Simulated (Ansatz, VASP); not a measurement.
## Rh: VASP beside Ansatz

Contents of INCAR:

```
ALGO = Normal
EDIFF = 1E-6
ENCUT = 520
GGA = PE
ISIF = 2
ISMEAR = -1
LASPH = True
LCHARG = False
LREAL = False
LWAVE = False
NBANDS = 22
NELM = 60
PREC = Accurate
SIGMA = 0.1
```

The input KPOINTS:

```
k-points
0
Gamma
  11 11 11
```

Contents of POSCAR:

```
Rh
1.0
    0.0000000000      2.7948827612      2.7948827612
    2.7948827612      0.0000000000      2.7948827612
    2.7948827612      2.7948827612      0.0000000000
Rh
2
Direct
    0.1250000000      0.1250000000      0.1250000000
    0.8750000000      0.8750000000      0.8750000000
```

Input for Ansatz:

```yaml
crystal:
  lattice:
    - [0.0, 2.7948827612, 2.7948827612]
    - [2.7948827612, 0.0, 2.7948827612]
    - [2.7948827612, 2.7948827612, 0.0]
  atoms:
    - { symbol: Rh, position: [0.125, 0.125, 0.125] }
    - { symbol: Rh, position: [0.875, 0.875, 0.875] }
hamiltonian:
  xc: pbe
  pseudopotentials:
    kind: paw
    azcp:
      Rh: "pseudopotentials/Rh.paw.azcp"
basis:
  ecutwfc: 420
  fft_grid_basis: typed
kpoints:
  mp_grid: { grid: [11, 11, 11], shift: [0, 0, 0] }
magnetization:
  spin_polarized: false
scf:
  occupations: { method: fermi_dirac, width: 0.1 }
  lower_state_search: "off"
output:
  stress: true
```

Alike in both runs: task single point; functional PBE; k mesh 11 × 11 × 11; occupations fermi-dirac, width 0.1 eV; no spin polarisation.

|  | VASP | Ansatz |
| --- | --- | --- |
| version | VASP 6.6.1 | Ansatz 0.2.0 |
| potentials or method | VASP PAW PBE potentials, release 64 (Rh_pv), cutoff 520 eV | plane waves (420 eV) with PAW, scalar-relativistic |
| valence electrons in the cell | 30 | 34 |

|  | VASP | Ansatz | Ansatz less VASP |
| --- | --- | --- | --- |
| pressure (GPa) | -4.5 | -4.6 | -0.09 |

VASP's potentials hold 30 valence electrons a cell and Ansatz's 34, so a difference there can come from the potentials and not from the codes.
